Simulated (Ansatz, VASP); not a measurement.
Mg5Te2: VASP beside Ansatz

File INCAR:

```
  PREC = Accurate
  ENCUT = 600
  EDIFF = 1E-6
  ISMEAR = 0
  SIGMA = 0.2
  LREAL = F
  LASPH = T
  NELM = 100
  ALGO = Normal
  ISIF = 3
  LWAVE = F
  LCHARG = F
  GGA = PE
  IBRION = 2
  NSW = 36
  EDIFFG = -0.08
```

File KPOINTS:

```
regular mesh
0
Gamma
  3 3 3
```

Contents of POSCAR:

```
Mg5Te2
1.0
    3.2578204000      1.8809034900      4.7211778500
   -3.2578204000      1.8809034900      4.7211778500
    0.0000000000     -3.7618069700      4.7211778500
Mg Te
5 2
Direct
    0.2548465100      0.2548465100      0.2548465100
    0.7451534900      0.7451534900      0.7451534900
    0.5000000000      0.5000000000      0.0000000000
    0.0000000000      0.5000000000      0.5000000000
    0.5000000000      0.0000000000      0.5000000000
    0.0000000000      0.0000000000      0.0000000000
    0.5000000000      0.5000000000      0.5000000000
```

Input for Ansatz:

```yaml
crystal:
  lattice:
    - [3.2578204, 1.88090349, 4.72117785]
    - [-3.2578204, 1.88090349, 4.72117785]
    - [0.0, -3.76180697, 4.72117785]
  atoms:
    - { symbol: Mg, position: [0.25484651, 0.25484651, 0.25484651] }
    - { symbol: Mg, position: [0.74515349, 0.74515349, 0.74515349] }
    - { symbol: Mg, position: [0.5, 0.5, 0.0] }
    - { symbol: Mg, position: [0.0, 0.5, 0.5] }
    - { symbol: Mg, position: [0.5, 0.0, 0.5] }
    - { symbol: Te, position: [0.0, 0.0, 0.0] }
    - { symbol: Te, position: [0.5, 0.5, 0.5] }
basis:
  ecutwfc: 420
kpoints:
  mp_grid: { grid: [3, 3, 3] }
hamiltonian:
  xc: pbe
scf:
  occupations: { method: gaussian, width: 0.2 }
  lower_state_search: "off"
output:
  forces: true
  stress: true
  eigenvalues: true
relax:
  adjacent_minimum: "off"
  f_tol: 0.08
  max_steps: 16
  cell: { stress_tol: 0.8 }
```

Alike in both runs: task relaxation of cell and atoms; functional PBE; k mesh 3 × 3 × 3; occupations gaussian, width 0.2 eV; no spin polarisation.

|  | VASP | Ansatz |
| --- | --- | --- |
| version | VASP 6.6.1 | Ansatz 0.2.0 |
| potentials or method | VASP PAW PBE potentials, release 64 (Mg, Te), cutoff 600 eV | scalar-relativistic, plane waves, PAW |
| valence electrons in the cell | 22 | 82 |

|  | VASP | Ansatz | Ansatz less VASP |
| --- | --- | --- | --- |
| gap on the k mesh at the Fermi level, each at its own relaxed structure (eV) | none | none | - |
| relaxed volume (Å³/atom) | 25.43 | 25.80 | +0.374 |
| relaxed cell length with the largest relative difference (Å) | 6.445 | 6.453 | +0.0082 |

A gap of «none» marks a metal or a gap that the smearing closes. VASP's potentials hold 22 valence electrons a cell and Ansatz's 82, so a difference there can come from the potentials and not from the codes.

The k mesh is coarse, so the values compare programs but aren't converged. Spin-orbit coupling is off throughout.
